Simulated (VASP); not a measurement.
Ge2Bi2S, 5 atoms in the cell. The structure is trigonal, space group P-3m1 (No. 164). Conventional cell: a = 4.645 Å, b = 4.645 Å, c = 7.253 Å, α = 90.00°, β = 90.00°, γ = 120.00°. Ge (site symmetry 3m) has 3 Ge at 3.25 Å and 5 Bi at 3.32 to 3.80 Å and 3 S at 3.81 Å within 4.3 Å. Within 3.8 Å of Bi (site symmetry 3m) lie 3 S at 2.78 Å and 3 Bi at 3.07 Å and 5 Ge at 3.32 to 3.80 Å. S (site symmetry -3m) has 6 Bi at 2.78 Å and 6 Ge at 3.81 Å within 3.9 Å. The cell was generated, and may not be a known phase.

```yaml
Program: VASP 6.6.1
Task: single point
Functional: PBE
Potentials_or_basis: VASP PAW PBE potentials, release 64 (Ge_d, Bi_d, S)
Cutoff: 520 eV
k_mesh: 6 × 6 × 4
Occupations: gaussian, width 0.1 eV
Spin: no spin polarisation
Dipole_correction: no
Further_INCAR_settings: ALGO = Normal; EDIFF = 1e-06; NBANDS = 40
```

Potentials or basis: VASP PAW PBE potentials, release 64 (Ge_d, Bi_d, S).

Command:

```sh
$ cat potpaw_PBE.64/Ge_d/POTCAR potpaw_PBE.64/Bi_d/POTCAR potpaw_PBE.64/S/POTCAR > POTCAR
$ mpirun -np 1 vasp_std > vasp.out
```

Hardware: 1 thread of Intel(R) Xeon(R) 6975P-C (Granite Rapids), on a shared host.

Question: How long does it take, and how much memory?

Answer: It took 55 s on 1 thread of Intel(R) Xeon(R) 6975P-C (Granite Rapids), with other jobs on the host, peak memory 0.31 GiB. Counts: scf iterations 13, k points 24.
